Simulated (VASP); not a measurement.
The system is Sb.

```
Sb
1.0
     2.15420    1.24373    3.75800
    -2.15420    1.24373    3.75800
     0.00000   -2.48746    3.75800
Sb
2
Direct
  0.23349 0.23349 0.23349
  0.76651 0.76651 0.76651
```

* Program: VASP 6.6.1
* Task: relaxation of cell and atoms
* Functional: PBEsol
* Potentials or basis: VASP PAW PBE potentials, release 64 (Sb)
* Cutoff: 600 eV
* k mesh: 9 × 9 × 9
* Occupations: fermi-dirac, width 0.05 eV
* Spin: no spin polarisation

At the start: pressure 0.2 GPa; volume 30.21 Å³/atom.

How do energy, volume and symmetry change on relaxing?

Over 7 steps the energy falls by 2.8 meV/atom and the volume is 29.90 Å³/atom (-1.0 %); space group R-3m (No. 166, to 0.05 Å).

The path:
```tsv
step	energy change (eV)	largest force (eV/Å)	pressure (GPa)	volume (Å³)
1	0.0000	0.1770	0.25	60.41
2	-0.0024	0.0626	-0.41	60.82
3	-0.0024	0.0484	-0.50	60.87
4	-0.0045	0.0268	-0.28	60.41
5	-0.0056	0.0007	0.03	59.79
6	-0.0056	0.0008	0.05	59.75
7	-0.0057	0.0074	-0.02	59.80
```

Final structure:
```xyz
2
Lattice="2.1621 1.2483 3.6926 -2.1621 1.2483 3.6926 0.0000 -2.4966 3.6926" Properties=species:S:1:pos:R:3 pbc="T T T"
Sb    0.0000    0.0000    2.6137
Sb    0.0000    0.0000    8.4641
```

Caveat: the PAW data sets were made with another functional, which shifts forces and pressure a little.
